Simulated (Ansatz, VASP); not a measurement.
**Al5InAs6 in VASP and in Ansatz**

```xyz
12
Lattice="4.0915 0.0000 0.0000 -2.0457 3.5433 0.0000 0.0000 0.0000 20.2185" Properties=species:S:1:pos:R:3 pbc="T T T"
Al    2.0457    1.1811    3.3728
Al    2.0457    1.1811    9.9751
Al    2.0457    1.1811   16.9811
Al    0.0000    2.3622    0.0688
Al    0.0000    2.3622    6.6773
In    0.0000    2.3622   13.5109
As    2.0457    1.1811    5.8632
As    2.0457    1.1811   12.4484
As    2.0457    1.1811   19.4734
As    0.0000    2.3622    2.5592
As    0.0000    2.3622    9.1679
As    0.0000    2.3622   16.1785
```

Alike in both runs: functional PBE; k mesh 12 × 12 × 2; occupations gaussian, width 0.02 eV; no spin polarisation.

Ansatz relaxed the structure, and its values are those at the end. VASP's run is a single point on that final structure, the one shown.

|  | VASP | Ansatz |
| --- | --- | --- |
| version | VASP 6.6.1 | Ansatz 0.2.0 |
| potentials or method | VASP PAW PBE potentials, release 64 (Al, In_d, As), cutoff 520 eV | scalar-relativistic, plane waves, PAW |
| valence electrons in the cell | 58 | 118 |

VASP gave:

```
gap on the k mesh at the Fermi level (eV) : 0.93
least direct gap on the mesh (eV)         : 0.93
pressure (GPa)                            : 0.1
```

Q: Which values does Ansatz return?

A: gap on the k mesh at the Fermi level (eV): 0.93; least direct gap on the mesh (eV): 0.93; pressure (GPa): 0.0.

VASP's potentials hold 58 valence electrons a cell and Ansatz's 118, so a difference there can come from the potentials and not from the codes.
